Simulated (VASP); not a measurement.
Here is a VASP 6.6.1 calculation.

File INCAR:

```
  PREC = Accurate
  ENCUT = 520
  EDIFF = 1E-7
  ISMEAR = 0
  SIGMA = 0.01
  LREAL = False
  LASPH = True
  NELM = 100
  ALGO = Normal
  ISIF = 2
  LWAVE = False
  LCHARG = False
  GGA = PS
  NBANDS = 28
```

The input KPOINTS:

```
regular mesh
0
Gamma
  6 6 2
```

Contents of POSCAR:

```
SnSe
1.0
    4.2853274200      0.0000000000      0.0000000000
    0.0000000000      4.2853274200      0.0000000000
    0.0000000000      0.0000000000     10.9906921300
Sn Se
2 2
Direct
    0.5000000000      0.0000000000      0.3722291100
    0.0000000000      0.5000000000      0.6277708900
    0.5000000000      0.0000000000      0.6160394896
    0.0000000000      0.5000000000      0.3839605104
```

Potentials or basis: VASP PAW PBE potentials, release 64 (Sn_d, Se).

The run is started by

```sh
$ cat potpaw_PBE.64/Sn_d/POTCAR potpaw_PBE.64/Se/POTCAR > POTCAR
$ mpirun -np 1 vasp_std > vasp.out
```

Question: Estimate the largest force.

Answer: 0.094 eV/Å.

Question: Estimate the band gap on the k mesh.

Answer: 1.46 eV.

Forces on the atoms (eV/Å):
```
Sn   0.000  0.000  0.094
Sn   0.000  0.000 -0.094
Se   0.000  0.000  0.092
Se   0.000  0.000 -0.092
```

Caveat: there is no dipole correction, which matters where the two faces differ; the PAW data sets were made with another functional, which shifts forces and pressure a little; spin-orbit coupling is left out, which moves the levels of the heavy elements.
